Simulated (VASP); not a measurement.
A run of VASP 6.6.1 is set up as follows.

Contents of INCAR:

```
SYSTEM = Pd
ALGO = Normal ; EDIFF = 1E-6
ENCUT = 520 ; ISIF = 2
ISMEAR = -1 ; LASPH = .TRUE.
LCHARG = .FALSE. ; LREAL = .FALSE.
LWAVE = .FALSE. ; NBANDS = 17
NELM = 60 ; PREC = Accurate
SIGMA = 0.05
```

The input KPOINTS:

```
k-points
0
G
  10 10 6
  0 0 0
```

POSCAR

```
Pd
1.0
    2.6748162483      0.0000000000      0.0000000000
   -1.3374081242      2.3164588215      0.0000000000
    0.0000000000      0.0000000000      4.4954293533
Pd
2
Direct
    0.3333333333      0.6666666667      0.2500000000
    0.6666666667      0.3333333333      0.7500000000
```

Potentials or basis: VASP PAW LDA potentials, release 64 (Pd).

Launch:

```sh
$ cat potpaw_LDA.64/Pd/POTCAR > POTCAR
$ mpirun -np 1 vasp_std > vasp.out
```

Problem. Estimate the pressure.

Solution. 5.3 GPa.

Problem. Estimate the band gap on the k mesh.

Solution. Zero (band 10 reaches 10.90 eV, above the bottom of band 11 at 9.87 eV).

Stress tensor (GPa, compression positive):
```
5.36 0.00 0.00
0.00 5.36 0.00
0.00 0.00 5.21
```
